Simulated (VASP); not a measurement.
Input of a VASP 6.6.1 run:

INCAR

```
SYSTEM = F
ALGO = Normal ; EDIFF = 1E-6
EDIFFG = -0.01 ; ENCUT = 520
IBRION = 2 ; ISIF = 2
ISMEAR = -1 ; LASPH = .True.
LCHARG = .False. ; LREAL = .False.
LWAVE = .False. ; NELM = 60
NSW = 50 ; PREC = Accurate
SIGMA = 0.02
```

KPOINTS

```
k-points
0
Gamma
  1 1 1
  0 0 0
```

POSCAR

```
F
1.0
    9.0000000000      0.0000000000      0.0000000000
    0.0000000000      9.5000000000      0.0000000000
    0.0000000000      0.0000000000     10.0000000000
F
2
Direct
    0.5000000000      0.5000000000      0.4290000000
    0.5000000000      0.5000000000      0.5710000000
```

Potentials or basis: VASP PAW LDA potentials, release 64 (F).

The run is started by

```console
$ cat potpaw_LDA.64/F/POTCAR > POTCAR
$ mpirun -np 1 vasp_gam > vasp.out
```

Q: Estimate the energy gained by relaxing.

A: 4.3 meV/atom.

Q: What does it give for the gap between the frontier levels?

A: 3.51 eV.

Forces in eV/Å, atoms in the order of the input:
```
F    0.000  0.000 -0.005
F    0.000  0.000  0.005
```
